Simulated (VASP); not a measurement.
# PbF2 (Fm-3m) in VASP: further runs

The runs below take PbF2 through single point, with PBEsol.

All numbers are computed with VASP 6.6.1; they aren't measurements. Logs are shortened: lines on timing, memory, paths and dates and some standing lists are left out, and cuts for length are marked.

### Step 1. The cell of the first run

It takes space group Fm-3m (No. 225, cubic). Conventional cell: a = 5.927 Å, b = 5.927 Å, c = 5.927 Å, α = 90.00°, β = 90.00°, γ = 90.00°. Pb (site symmetry m-3m) has 8 F at 2.57 Å within 3.4 Å. F (site symmetry -43m) has 4 Pb at 2.57 Å and 6 F at 2.96 Å within 3.4 Å.

### Step 2. Single point, PBEsol

INCAR

```
SYSTEM = PbF2
PREC = Accurate ; ENCUT = 600
EDIFF = 1E-6 ; ISMEAR = 0
SIGMA = 0.01 ; LREAL = .False.
LASPH = .True. ; NELM = 120
ALGO = Normal ; ISIF = 2
LWAVE = .False. ; LCHARG = .False.
GGA = PS ; NBANDS = 21
GGA_COMPAT = .False.
```

KPOINTS

```
Automatic mesh
0
Gamma
  5 5 5
  0 0 0
```

POSCAR

```
PbF2
1.0
    0.0000000000      2.9636600000      2.9636600000
    2.9636600000      0.0000000000      2.9636600000
    2.9636600000      2.9636600000      0.0000000000
Pb F
1 2
Direct
    0.0000000000      0.0000000000      0.0000000000
    0.2500000000      0.2500000000      0.2500000000
    0.7500000000      0.7500000000      0.7500000000
```

Potentials or basis: VASP PAW PBE potentials, release 64 (Pb_d, F).

Started as:

```sh
cat potpaw_PBE.64/Pb_d/POTCAR potpaw_PBE.64/F/POTCAR > POTCAR
mpirun -np 1 vasp_std > vasp.out
```

OUTCAR:

```text
SYSTEM = PbF2
   PREC = Accurate
   ENCUT = 600
   EDIFF = 1E-6
   ISMEAR = 0
   LREAL = .False.
   LASPH = .True.
   NELM = 120
   ISIF = 2
   GGA = PS

 ion  position               nearest neighbor table
   1  0.000  0.000  0.000-   3 2.57   3 2.57   3 2.57   2 2.57   2 2.57   2 2.57   3 2.57   2 2.57

   2  0.250  0.250  0.250-   1 2.57   1 2.57   1 2.57   1 2.57
   3  0.750  0.750  0.750-   1 2.57   1 2.57   1 2.57   1 2.57

  LATTYP: Found a face centered cubic cell.
 ALAT       =     5.9273200000

  Lattice vectors:

 A1 = (   0.0000000000,   2.9636600000,   2.9636600000)
 A2 = (   2.9636600000,   0.0000000000,   2.9636600000)
 A3 = (   2.9636600000,   2.9636600000,   0.0000000000)

Analysis of symmetry for initial positions (statically):
=====================================================================
 Subroutine PRICEL returns:
 Original cell was already a primitive cell.

 Routine SETGRP: Setting up the symmetry group for a
 face centered cubic supercell.

 Subroutine GETGRP returns: Found 48 space group operations
 (whereof 48 operations were pure point group operations)
 out of a pool of 48 trial point group operations.

The static configuration has the point symmetry O_h .

Analysis of symmetry for dynamics (positions and initial velocities):
=====================================================================
 Subroutine PRICEL returns:
 Original cell was already a primitive cell.

 Routine SETGRP: Setting up the symmetry group for a
 face centered cubic supercell.

 Subroutine GETGRP returns: Found 48 space group operations
 (whereof 48 operations were pure point group operations)
 out of a pool of 48 trial point group operations.

The dynamic configuration has the point symmetry O_h .

 Subroutine INISYM returns: Found 48 space group operations
 (whereof 48 operations are pure point group operations),
 and found     1 'primitive' translations

----------------------------------------------------------------------------------------

                                     Primitive cell

  volume of cell :      52.0613

  direct lattice vectors                    reciprocal lattice vectors
     0.000000000  2.963660000  2.963660000    -0.168710311  0.168710311  0.168710311
     2.963660000  0.000000000  2.963660000     0.168710311 -0.168710311  0.168710311
     2.963660000  2.963660000  0.000000000     0.168710311  0.168710311 -0.168710311

  length of vectors
     4.191248166  4.191248166  4.191248166     0.292214830  0.292214830  0.292214830

  position of ions in fractional coordinates (direct lattice)
     0.000000000  0.000000000  0.000000000
     0.250000000  0.250000000  0.250000000
     0.750000000  0.750000000  0.750000000

  ion indices of the primitive-cell ions
   primitive index   ion index
                 1           1
                 2           2
                 3           3

----------------------------------------------------------------------------------------

 KPOINTS: Automatic mesh

Automatic generation of k-mesh.
 Grid dimensions read from file:
 generate k-points for:    5    5    5

 Generating k-lattice:

  Cartesian coordinates                     Fractional coordinates (reciprocal lattice)
    -0.033742062  0.033742062  0.033742062     0.200000000  0.000000000  0.000000000
     0.033742062 -0.033742062  0.033742062     0.000000000  0.200000000  0.000000000
     0.033742062  0.033742062 -0.033742062     0.000000000  0.000000000  0.200000000

  Length of vectors
     0.058442966  0.058442966  0.058442966

  Shift w.r.t. Gamma in fractional coordinates (k-lattice)
     0.000000000  0.000000000  0.000000000

 Subroutine IBZKPT returns following result:
 ===========================================

 Found     10 irreducible k-points:

 Following reciprocal coordinates:
            Coordinates               Weight
  0.000000  0.000000  0.000000      1.000000
  0.200000  0.000000  0.000000      8.000000
  0.400000  0.000000  0.000000      8.000000
  0.200000  0.200000  0.000000      6.000000
  0.400000  0.200000  0.000000     24.000000
 -0.400000  0.200000  0.000000     24.000000
 -0.200000  0.200000  0.000000     12.000000
  0.400000  0.400000  0.000000      6.000000
 -0.400000  0.400000  0.000000     12.000000
 -0.400000  0.400000  0.200000     24.000000
   k-points           NKPTS =     10   k-points in BZ     NKDIM =     10   number of bands    NBANDS=     21
   number of dos      NEDOS =    301   number of ions     NIONS =      3
   total plane-waves  NPLWV =  46656
   dimension x,y,z NGX =    36 NGY =   36 NGZ =   36
   dimension x,y,z NGXF=    72 NGYF=   72 NGZF=   72
   ions per type =               1   2
   NGX,Y,Z   is equivalent  to a cutoff of  14.28, 14.28, 14.28 a.u.
   NGXF,Y,Z  is equivalent  to a cutoff of  28.56, 28.56, 28.56 a.u.
 SYSTEM =  PbF2
   PREC   = accura    normal or accurate (medium, high low for compatibility)
   ISTART =      0    job   : 0-new  1-cont  2-samecut
   ICHARG =      2    charge: 1-file 2-atom 10-const
   ISPIN  =      1    spin polarized calculation?
   LNONCOLLINEAR =      F non collinear calculations
   LSORBIT =      F    spin-orbit coupling
   LASPH  =      T    aspherical Exc in radial PAW
   ENCUT  =  600.0 eV  44.10 Ry    6.64 a.u.   8.37  8.37  8.37*2*pi/ulx,y,z
   NELM   =    120;   NELMIN=  2; NELMDL= -5     # of ELM steps
   EDIFF  = 0.1E-05   stopping-criterion for ELM
   LREAL  =      F    real-space projection
[... 7 lines left out ...]
   TEBEG  =    0.0;   TEEND  =   0.0 temperature during run
   PSTRESS=    0.0 pullay stress
   NELECT =      28.0000    total number of electrons
   NUPDOWN=      -1.0000    fix difference up-down
   EMIN   =  10.00;   EMAX   =-10.00  energy-range for DOS
   EFERMI =   0.00;   METHOD = LEGACY
   ISMEAR =     0;   SIGMA  =   0.01  broadening in eV -4-tet -1-fermi 0-gaus
   EFERMI_NEDOS =   21; number of points for ismear=-14 and -15
   IALGO  =     38    algorithm
   IMIX   =      4    mixing-type and parameters
     AMIX     =   0.40;   BMIX     =  1.00
     AMIX_MAG =   1.60;   BMIX_MAG =  1.00
  volume/ion in A,a.u.               =      17.35       117.11
  Fermi-wavevector in a.u.,A,eV,Ry     =   1.331340  2.515869 24.115883  1.772467
  Thomas-Fermi vector in A             =   2.460359
   LORBIT       =      0    0 simple, 1 ext, 2 COOP (PROOUT), +10 PAW based schemes
   GGA     = PS    functional components
   LHFCALC =     F    Hartree Fock is set to
   AEXX    =    0.0000 exact exchange contribution
   IVDW    =     0    specifies the selected vdW correction
   LEPSILON=     F    determine dielectric tensor
   LRPA    =     F    only Hartree local field effects (RPA)
 non-spin polarized calculation
 Gauss-broadening in eV      SIGMA  =   0.01
  energy-cutoff  :      600.00
  volume of cell :       52.06
 maximum number of plane-waves:      1807
 NGX is ok and might be reduce to    36
   NGX = 17   NGY = 17   NGZ = 17

 number of electron      28.0000008 magnetization

 Free energy of the ion-electron system (eV)
  ---------------------------------------------------
  ext. energy  EPLUGINS =         0.00000000
  ---------------------------------------------------
  free energy    TOTEN  =       -14.93794403 eV

  energy without entropy =      -14.93794403  energy(sigma->0) =      -14.93794403

 E-fermi :   1.7836     XC(G=0):  -9.6589

 val. band max:        1.6945927182   @ k =  -0.4000   0.2000   0.0000
 cond. band min:       6.1109570041   @ k =   0.4000   0.4000   0.0000
 fundamental gap:      4.4163642859
 Fermi energy:         1.7835801134

 k-point     1 :       0.0000    0.0000    0.0000
  band No.  band energies     occupation
      1     -19.2409      2.00000
      2     -18.6016      2.00000
      3     -12.6281      2.00000
      4     -12.6281      2.00000
      5     -12.6281      2.00000
      6     -12.5644      2.00000
[... 13 lines left out ...]
     20      16.7136      0.00000
     21      19.0842      0.00000

 k-point     2 :       0.2000    0.0000    0.0000
  band No.  band energies     occupation
      1     -19.1656      2.00000
      2     -18.6696      2.00000
      3     -12.6146      2.00000
      4     -12.6146      2.00000
      5     -12.5624      2.00000
      6     -12.5624      2.00000
[... 13 lines left out ...]
     20      15.9451      0.00000
     21      17.7991      0.00000

 k-point     3 :       0.4000    0.0000    0.0000
  band No.  band energies     occupation
      1     -19.0030      2.00000
      2     -18.8151      2.00000
      3     -12.6087      2.00000
      4     -12.6087      2.00000
      5     -12.5428      2.00000
      6     -12.5428      2.00000
[... 13 lines left out ...]
     20      15.4000      0.00000
     21      16.1204      0.00000

 k-point     4 :       0.2000    0.2000    0.0000
  band No.  band energies     occupation
      1     -19.1440      2.00000
      2     -18.6875      2.00000
      3     -12.5974      2.00000
      4     -12.5974      2.00000
      5     -12.5762      2.00000
      6     -12.5558      2.00000
[... 13 lines left out ...]
     20      17.0759      0.00000
     21      17.7878      0.00000

 k-point     5 :       0.4000    0.2000    0.0000
  band No.  band energies     occupation
      1     -19.0228      2.00000
      2     -18.7916      2.00000
      3     -12.5897      2.00000
      4     -12.5839      2.00000
      5     -12.5515      2.00000
      6     -12.5410      2.00000
[... 13 lines left out ...]
     20      17.2246      0.00000
     21      17.8651      0.00000

 k-point     6 :      -0.4000    0.2000    0.0000
  band No.  band energies     occupation
      1     -18.9324      2.00000
      2     -18.8743      2.00000
      3     -12.5878      2.00000
      4     -12.5857      2.00000
      5     -12.5459      2.00000
      6     -12.5137      2.00000
[... 13 lines left out ...]
     20      17.0148      0.00000
     21      18.2988      0.00000

 k-point     7 :      -0.2000    0.2000    0.0000
  band No.  band energies     occupation
      1     -19.0665      2.00000
      2     -18.7557      2.00000
      3     -12.5941      2.00000
      4     -12.5895      2.00000
      5     -12.5698      2.00000
      6     -12.5359      2.00000
[... 13 lines left out ...]
     20      16.4872      0.00000
     21      18.6369      0.00000

 k-point     8 :       0.4000    0.4000    0.0000
  band No.  band energies     occupation
      1     -18.9809      2.00000
      2     -18.8203      2.00000
      3     -12.5979      2.00000
      4     -12.5461      2.00000
      5     -12.5461      2.00000
      6     -12.5418      2.00000
[... 13 lines left out ...]
     20      17.9890      0.00000
     21      18.9656      0.00000

 k-point     9 :      -0.4000    0.4000    0.0000
  band No.  band energies     occupation
      1     -18.9303      2.00000
      2     -18.8652      2.00000
      3     -12.5938      2.00000
      4     -12.5473      2.00000
      5     -12.5448      2.00000
      6     -12.5068      2.00000
[... 13 lines left out ...]
     20      17.3918      0.00000
     21      18.3200      0.00000

 k-point    10 :      -0.4000    0.4000    0.2000
  band No.  band energies     occupation
      1     -18.9371      2.00000
      2     -18.8626      2.00000
      3     -12.5865      2.00000
      4     -12.5565      2.00000
      5     -12.5489      2.00000
      6     -12.4955      2.00000
[... 13 lines left out ...]
     20      17.4860      0.00000
     21      18.4244      0.00000

------------------------ aborting loop because EDIFF is reached ----------------------------------------

  FORCE on cell =-STRESS in cart. coord.  units (eV):
  Direction    XX          YY          ZZ          XY          YZ          ZX
  --------------------------------------------------------------------------------------
  -------------------------------------------------------------------------------------
  Total       -0.4219316     -0.4219316     -0.4219316      0.0000000      0.0000000     -0.0000000
  in kB      -12.9848670    -12.9848670    -12.9848670      0.0000000      0.0000000     -0.0000000
  external PRESSURE =     -12.9848670 kB  Pullay stress =       0.0000000 kB

 VOLUME and BASIS-vectors are now :
 -----------------------------------------------------------------------------
  energy-cutoff  :      600.00
  volume of cell :       52.06
      direct lattice vectors                 reciprocal lattice vectors
     0.000000000  2.963660000  2.963660000    -0.168710311  0.168710311  0.168710311
     2.963660000  0.000000000  2.963660000     0.168710311 -0.168710311  0.168710311
     2.963660000  2.963660000  0.000000000     0.168710311  0.168710311 -0.168710311

 POSITION                                       TOTAL-FORCE (eV/Angst)
 -----------------------------------------------------------------------------------
      0.00000      0.00000      0.00000         0.000000      0.000000      0.000000
      1.48183      1.48183      1.48183        -0.000000      0.000000      0.000000
      4.44549      4.44549      4.44549         0.000000     -0.000000     -0.000000
 -----------------------------------------------------------------------------------
    total drift:                                0.000000      0.000000      0.000000

  FREE ENERGIE OF THE ION-ELECTRON SYSTEM (eV)
  ---------------------------------------------------
  free  energy   TOTEN  =       -14.9379440278 eV

  energy  without entropy=      -14.9379440278  energy(sigma->0) =      -14.93794403
```

It took 12 s on 1 thread of Intel Xeon Platinum 8488C (Sapphire Rapids), shared host; peak memory 0.2 GiB.

Results:

| Property | Result |
| --- | --- |
| Free energy | -14.9379 eV |
| Pressure | -1.3 GPa |
| Band gap on the k mesh | 4.42 eV (least direct gap 4.68 eV) |

Caveat: the PAW data sets were made with another functional, which shifts forces and pressure a little; spin-orbit coupling is left out, which moves the levels of the heavy elements; an odd mesh through Γ misses points on the zone boundary, where band edges can lie.

### Step 3. Single point, PBEsol, non-collinear spin, zero start, spin-orbit coupling

INCAR

```
SYSTEM = PbF2
PREC = Accurate
ENCUT = 600
EDIFF = 1E-6
ISMEAR = 0
SIGMA = 0.01
LREAL = .False.
LASPH = .True.
NELM = 200
ALGO = Normal
ISIF = 2
LWAVE = .False.
LCHARG = .True.
MAGMOM = 0 0 0 0 0 0 0 0 0
LORBIT = 11
LSORBIT = .True.
GGA_COMPAT = .False.
LORBMOM = .True.
GGA = PS
LVHAR = .True.
NBANDS = 41
```

KPOINTS

```
regular mesh
0
Gamma
  5 5 5
  0 0 0
```

POSCAR is that of step 2.

Potentials or basis: VASP PAW PBE potentials, release 64 (Pb_d, F).

Started as:

```sh
cat potpaw_PBE.64/Pb_d/POTCAR potpaw_PBE.64/F/POTCAR > POTCAR
mpirun -np 1 vasp_ncl > vasp.out
```

It took 51 s on 1 thread of Intel Xeon Platinum 8488C (Sapphire Rapids), shared host; peak memory 0.38 GiB.

Results (log left out):

| Property | Result |
| --- | --- |
| Free energy | -15.2154 eV |
| Pressure | -1.4 GPa |
| Net moment | 0.00 μB per cell |
| Valence electrons inside the program's atomic spheres | Pb 11.71; F 6.04 |

Moments on the atoms (μB; x, y, z):
```
Pb  0.00 0.00 0.00
F   0.00 0.00 0.00
F   0.00 0.00 0.00
```

Caveat: the k points lie up to 0.37 Å⁻¹ apart; the PAW data sets were made with another functional, which shifts forces and pressure a little.
